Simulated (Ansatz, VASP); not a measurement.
# Two plane-wave programs on AlN

```
Al N
1.0
    -3.08862    0.00000    0.00000
    -1.54431   -2.67482    0.00000
    -0.51477   -0.89161   10.18717
Al N
4 4
Direct
  0.33333 0.04071 0.87787
  0.33333 0.20247 0.39260
  0.66667 0.61668 0.14996
  0.66667 0.45492 0.63524
  0.33333 0.30244 0.09268
  0.33333 0.14068 0.57795
  0.66667 0.55489 0.33532
  0.66667 0.39314 0.82059
```

Alike in both runs: task single point; functional LDA; k mesh 8 × 8 × 3; occupations gaussian, width 0.05 eV; no spin polarisation.

```csv
,VASP,Ansatz
version,VASP 6.6.1,Ansatz 0.2.0
potentials or method,"VASP PAW LDA potentials, release 64 (Al, N), cutoff 520 eV","scalar-relativistic, plane waves, PAW"
valence electrons in the cell,32,32
```

VASP gave:

| Quantity | Value |
| --- | --- |
| gap on the k mesh at the Fermi level (eV) | 3.18 |
| least direct gap on the mesh (eV) | 3.34 |
| pressure (GPa) | -3.2 |
| traceless stress, the component that is largest in VASP (GPa) | 3.51 |
| rms of the force components (eV/Å) | 0.471 |

Task: Which values does Ansatz return?

Result: gap on the k mesh at the Fermi level (eV): 3.19; least direct gap on the mesh (eV): 3.33; pressure (GPa): -3.8; traceless stress, the component that is largest in VASP (GPa): 3.49; rms of the force components (eV/Å): 0.466.

Ansatz warns that its potentials were made for another functional, while VASP's fit it. LDA's correlation is that of Perdew and Zunger in VASP and of Perdew and Wang (1992) in Ansatz. Atom by atom the forces differ by 0.008 eV/Å (rms over components).
